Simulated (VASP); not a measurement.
Wanted: the native input for a VASP 6.6.1 run.

* Task: single point
* Functional: r2SCAN
* Potentials or basis: VASP PAW PBE potentials, release 64 (C, Be)
* Cutoff: 660 eV
* k mesh: 6 × 6 × 6
* Occupations: gaussian, width 0.01 eV
* Spin: no spin polarisation
* Dipole correction: no
* Further INCAR settings: ALGO = Normal; EDIFF = 1e-06; NBANDS = 11

Crystal: Be2C.

```
CELL_PARAMETERS angstrom
0.00000 2.16049 2.16049
2.16049 0.00000 2.16049
2.16049 2.16049 0.00000
ATOMIC_POSITIONS crystal
C 0.00000 0.00000 0.00000
Be 0.25000 0.25000 0.25000
Be 0.75000 0.75000 0.75000
```

The input as run:

POSCAR

```
Be2C
1.0
    0.0000000000      2.1604856482      2.1604856482
    2.1604856482      0.0000000000      2.1604856482
    2.1604856482      2.1604856482      0.0000000000
C Be
1 2
Direct
    0.0000000000      0.0000000000      0.0000000000
    0.2500000000      0.2500000000      0.2500000000
    0.7500000000      0.7500000000      0.7500000000
```

INCAR.step1

```
  PREC = Accurate
  ENCUT = 660
  ISMEAR = 0
  SIGMA = 0.01
  LREAL = False
  LASPH = True
  NELM = 120
  NBANDS = 11
  GGA = PE
  ALGO = Normal
  EDIFF = 1E-5
  LWAVE = True
  LCHARG = False
  GGA_COMPAT = False
```

INCAR.step2

```
  PREC = Accurate
  ENCUT = 660
  EDIFF = 1E-6
  ISMEAR = 0
  SIGMA = 0.01
  LREAL = False
  LASPH = True
  NELM = 120
  ALGO = Normal
  ISIF = 2
  LWAVE = False
  LCHARG = False
  METAGGA = R2SCAN
  LMIXTAU = True
  NBANDS = 11
  ISTART = 1
  GGA_COMPAT = False
```

KPOINTS

```
Automatic mesh
0
Gamma
  6 6 6
```

Potentials or basis: VASP PAW PBE potentials, release 64 (C, Be).

Run with:

```console
$ cat potpaw_PBE.64/C/POTCAR potpaw_PBE.64/Be/POTCAR > POTCAR
$ cp INCAR.step1 INCAR
$ mpirun -np 1 vasp_std > vasp.out
$ cp INCAR.step2 INCAR
$ mpirun -np 1 vasp_std > vasp.out
```

It gave:

The pressure is 0.8 GPa and the band gap on the k mesh is 1.52 eV, indirect (least direct gap 4.63 eV).

Caveat: the PAW data sets were made with another functional, which shifts forces and pressure a little.

It took 19 s on 1 thread of Intel(R) Xeon(R) Platinum 8488C (Sapphire Rapids), with other jobs on the host, peak memory 0.15 GiB.
